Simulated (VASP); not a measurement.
Write the native input for VASP 6.6.1 that does the following.

```yaml
Task: relaxation of cell and atoms
Functional: LDA
Potentials_or_basis: VASP PAW LDA potentials, release 64 (Si, O)
Cutoff: 600 eV
k_mesh: 5 × 5 × 5
Occupations: fermi-dirac, width 0.05 eV
Spin: no spin polarisation
Dipole_correction: no
Further_INCAR_settings: ALGO = Normal; EDIFF = 1e-07; IBRION = 2; EDIFFG = -0.01; NSW = 80; ISIF = 3
```

The structure of SiO2 lies in POSCAR:

```
SiO2
1.0
   -4.4720405200      4.4720405200      2.6117703500
    4.4720405200     -4.4720405200      2.6117703500
    4.4720405200      4.4720405200     -2.6117703500
Si O
4 8
Direct
    0.8231114200      0.8231114200      0.6462228400
    0.1768885800      0.8231114200      0.0000000000
    0.8231114200      0.1768885800      0.0000000000
    0.1768885800      0.1768885800      0.3537771600
    0.0000000000      0.7914513400      0.7914513400
    0.2085486600      0.0000000000      0.2085486600
    0.7914513400      0.0000000000      0.7914513400
    0.0000000000      0.2085486600      0.2085486600
    0.0000000000      0.0000000000      0.5000000000
    0.5000000000      0.0000000000      0.0000000000
    0.0000000000      0.5000000000      0.0000000000
    0.5000000000      0.5000000000      0.5000000000
```

These files were run (other wordings do the same):

INCAR

```
PREC = Accurate
ENCUT = 600
EDIFF = 1E-7
ISMEAR = -1
SIGMA = 0.05
LREAL = False
LASPH = True
NELM = 80
ALGO = Normal
ISIF = 3
LWAVE = False
LCHARG = False
GGA = CA
IBRION = 2
NSW = 80
EDIFFG = -0.01
```

KPOINTS

```
regular mesh
0
Gamma
  5 5 5
```

Potentials or basis: VASP PAW LDA potentials, release 64 (Si, O).

Run with:

```sh
$ cat potpaw_LDA.64/Si/POTCAR potpaw_LDA.64/O/POTCAR > POTCAR
$ mpirun -np 1 vasp_std > vasp.out
```

Results of the run:

| Property | Result |
| --- | --- |
| Relaxed volume | 17.28 Å³/atom |
| Relaxed cell | a = 6.823 Å, b = 6.823 Å, c = 6.823 Å, α = 98.41°, β = 98.41°, γ = 135.03° |
| Space group after relaxing (to 0.1 Å) | I4/mmm (No. 139) |
| Energy gained by relaxing | 0.5 meV/atom |
| Ionic steps | 8 |
| Pressure after relaxing | 0.0 GPa |
| Band gap on the k mesh | 5.34 eV |

Wall time 29 min on 1 thread of Oxide Virtual Turin-like Processor (shared host), peak memory 0.36 GiB.
